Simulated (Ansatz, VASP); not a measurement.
# Si: VASP beside Ansatz

```
CELL_PARAMETERS angstrom
0.00000 2.06971 2.06971
2.06971 0.00000 2.06971
2.06971 2.06971 0.00000
ATOMIC_POSITIONS crystal
Si 0.87500 0.87500 0.87500
Si 0.12500 0.12500 0.12500
```

Alike in both runs: task single point; functional LDA; k mesh 13 × 13 × 13; occupations fermi-dirac, width 0.1 eV; no spin polarisation.

|  | VASP | Ansatz |
| --- | --- | --- |
| version | VASP 6.6.1 | Ansatz 0.2.0 |
| potentials or method | VASP PAW LDA potentials, release 64 (Si) | PAW with other files of Ansatz's library (level accurate), scalar-relativistic |
| plane-wave cutoff (eV) | 520 | 420 |
| valence electrons in the cell | 8 | 8 |

Ansatz gave:

* pressure (GPa): 346.3

Task: What did VASP give for the same quantities?

Result: Pressure (GPa): 348.7.

LDA's correlation is that of Perdew and Zunger in VASP and of Perdew and Wang (1992) in Ansatz. Both programs put the cell under a high pressure, so it lies far from rest at this level. Ansatz's warnings: written density without core change.

Noted on VASP's run: the cell as given lies far from equilibrium.
